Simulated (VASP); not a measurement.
Wanted: the native input for a VASP 6.6.1 run.

```yaml
Task: relaxation of cell and atoms
Functional: PBE
Potentials_or_basis: VASP PAW PBE potentials, release 64 (Ni)
Cutoff: 600 eV
k_mesh: 16 × 16 × 16
Occupations: fermi-dirac, width 0.1 eV
Spin: collinear spin, ferromagnetic start
Starting_moments: "[1.0, 1.0] μB"
Target_pressure: 320 GPa
Dipole_correction: no
Further_INCAR_settings: ALGO = Normal; EDIFF = 1e-07; IBRION = 2; EDIFFG = -0.005; NSW = 60; ISIF = 3
```

The structure of Ni lies in POSCAR:

```
Ni
1.0
    0.0000000000      1.9326199712      1.9326199712
    1.9326199712      0.0000000000      1.9326199712
    1.9326199712      1.9326199712      0.0000000000
Ni
2
Direct
   -0.1250000000     -0.1250000000     -0.1250000000
    0.1250000000      0.1250000000      0.1250000000
```

This isn't the form of Ni at room conditions, which is fcc.

The input as run:

INCAR

```
PREC = Accurate
ENCUT = 600
EDIFF = 1E-7
ISMEAR = -1
SIGMA = 0.1
LREAL = F
LASPH = T
NELM = 150
ALGO = Normal
ISIF = 3
LWAVE = F
LCHARG = F
ISPIN = 2
MAGMOM = 1 1
LORBIT = 11
LMAXMIX = 4
GGA = PE
IBRION = 2
NSW = 60
EDIFFG = -0.005
PSTRESS = 3200.0
```

KPOINTS

```
regular mesh
0
Gamma
  16 16 16
```

Potentials or basis: VASP PAW PBE potentials, release 64 (Ni).

Launch:

```bash
$ cat potpaw_PBE.64/Ni/POTCAR > POTCAR
$ mpirun -np 1 vasp_std > vasp.out
```

Results of the run:

```yaml
Relaxed_volume: 8.04 Å³/atom
Relaxed_cell: a = 2.833 Å, b = 2.833 Å, c = 2.833 Å, α = 60.00°, β = 60.00°, γ = 60.00°
Space_group_after_relaxing_to_0.1_Å: Fd-3m (No. 227)
Energy_change_on_relaxing_the_run_minimises_the_enthalpy: -1952.2 meV/atom
Ionic_steps: 5
Pressure_after_relaxing: 320.0 GPa
Band_gap_on_the_k_mesh: zero (filled and empty bands overlap)
Net_moment: 0.00 μB per cell
```

Caveat: the cell is relaxed towards a set pressure, so the run minimises the enthalpy, not the energy; atoms lie so close that the PAW spheres overlap strongly, which falsifies energies and pressures; the moments typed at the start vanished in this run.

Run time: 3.3 min on 1 thread of Intel(R) Xeon(R) Platinum 8488C (Sapphire Rapids) (shared host), peak memory 0.2 GiB.
